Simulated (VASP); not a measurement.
Input of a VASP 6.6.1 run:

File INCAR:

```
SYSTEM = BAs
PREC     = Accurate       ! precision mode
ENCUT    = 560            ! plane-wave cutoff, eV
EDIFF    = 1E-6           ! SCF threshold, eV
ISMEAR   = 0              ! smearing method
SIGMA    = 0.02           ! smearing width, eV
LREAL    = .FALSE.        ! projectors in reciprocal space
LASPH    = .TRUE.         ! aspherical terms in the spheres
NELM     = 120            ! most SCF steps
ALGO     = Normal         ! electronic algorithm
ISIF     = 2              ! what is computed and relaxed
LWAVE    = .FALSE.        ! write WAVECAR
LCHARG   = .TRUE.         ! write CHGCAR
GGA      = CA             ! functional
LELF     = .TRUE.         ! ELF
LVHAR    = .TRUE.       
NBANDS   = 16             ! bands
GGA_COMPAT= .FALSE.
```

The input KPOINTS:

```
regular mesh
0
G
  10 10 10
  0 0 0
```

File POSCAR:

```
BAs
1.0
    0.0000000000      2.3659693696      2.3659693696
    2.3659693696      0.0000000000      2.3659693696
    2.3659693696      2.3659693696      0.0000000000
B As
1 1
Direct
    0.0000000000      0.0000000000      0.0000000000
    0.2500000000      0.2500000000      0.2500000000
```

Potentials or basis: VASP PAW LDA potentials, release 64 (B, As_d).

The run is started by

```bash
$ cat potpaw_LDA.64/B/POTCAR potpaw_LDA.64/As_d/POTCAR > POTCAR
$ mpirun -np 1 vasp_std > vasp.out
```

Task: Predict the pressure.

Result: 1.1 GPa.

Task: Estimate the band gap on the k mesh.

Result: 1.10 eV (least direct gap 3.29 eV).

A k mesh can miss the band edges.
